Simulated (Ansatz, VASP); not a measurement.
**Li2S in VASP and in Ansatz**

Contents of INCAR:

```
SYSTEM = Li2S
ALGO     = Normal         ! electronic algorithm
EDIFF    = 1E-6           ! SCF threshold, eV
ENCUT    = 750            ! plane-wave cutoff, eV
GGA      = PS             ! functional
GGA_COMPAT= .False.      
ISIF     = 2              ! what is computed and relaxed
ISMEAR   = 0              ! smearing method
LASPH    = .True.         ! aspherical terms in the spheres
LCHARG   = .False.        ! write CHGCAR
LREAL    = .False.        ! projectors in reciprocal space
LWAVE    = .False.        ! write WAVECAR
NBANDS   = 13             ! bands
NELM     = 120            ! most SCF steps
PREC     = Accurate       ! precision mode
SIGMA    = 0.01           ! smearing width, eV
```

KPOINTS

```
k-points
0
Gamma
  8 8 8
  0 0 0
```

File POSCAR:

```
Li2S
1.0
    2.7518747133      2.7518747133      0.0000000000
   -2.7518747133      2.7518747133      0.0000000000
    0.0000000000      2.7518747133      2.7518747133
Li S
2 1
Direct
    0.2500000000      0.7500000000      0.5000000000
    0.7500000000      0.2500000000      0.5000000000
    0.0000000000      0.0000000000      0.0000000000
```

Input for Ansatz:

```yaml
crystal:
  lattice:
    - [2.75187471327, 2.75187471327, 0.0]
    - [-2.75187471327, 2.75187471327, 0.0]
    - [0.0, 2.75187471327, 2.75187471327]
  atoms:
    - { symbol: Li, position: [0.25, 0.75, 0.5] }
    - { symbol: Li, position: [0.75, 0.25, 0.5] }
    - { symbol: S, position: [0.0, 0.0, 0.0] }
kpoints:
  mp_grid: { grid: [8, 8, 8] }
scf:
  occupations: { method: fixed }
  convergence: { dr2_threshold: 1.0e-10 }
hamiltonian:
  xc: pbesol
  pseudopotentials: { kind: all_electron, lapw: { basis_error: 0.0005 } }
output:
  forces: true
  stress: true
  eigenstates:
    kpoints:
      - [0.0, 0.0, 0.0]
      - [-0.5, 0.5, 0.0]
      - [-0.5, -0.5, -0.5]
      - [0.0, 0.0, -0.5]
      - [0.0, -0.5, -0.5]
      - [0.0, 0.5, 0.0]
      - [-0.5, 0.0, 0.0]
      - [-0.5, 0.0, -0.5]
  eigenvalues: true
```

Alike in both runs: task single point; functional PBEsol; k mesh 8 × 8 × 8; no spin polarisation.

|  | VASP | Ansatz |
| --- | --- | --- |
| version | VASP 6.6.1 | Ansatz 0.2.0 |
| potentials or method | VASP PAW PBE potentials, release 64 (Li_sv, S), cutoff 750 eV | all-electron LAPW, scalar-relativistic |
| occupations | gaussian, width 0.01 eV | fixed |

|  | VASP | Ansatz | Ansatz less VASP |
| --- | --- | --- | --- |
| gap on the k mesh at the Fermi level (eV) | 3.13 | 3.13 | +0.001 |
| pressure (GPa) | 4.0 | 4.0 | -0.03 |

VASP's potentials were made for PBE, not for PBEsol. Ansatz ran all-electron here, and VASP with PAW potentials.
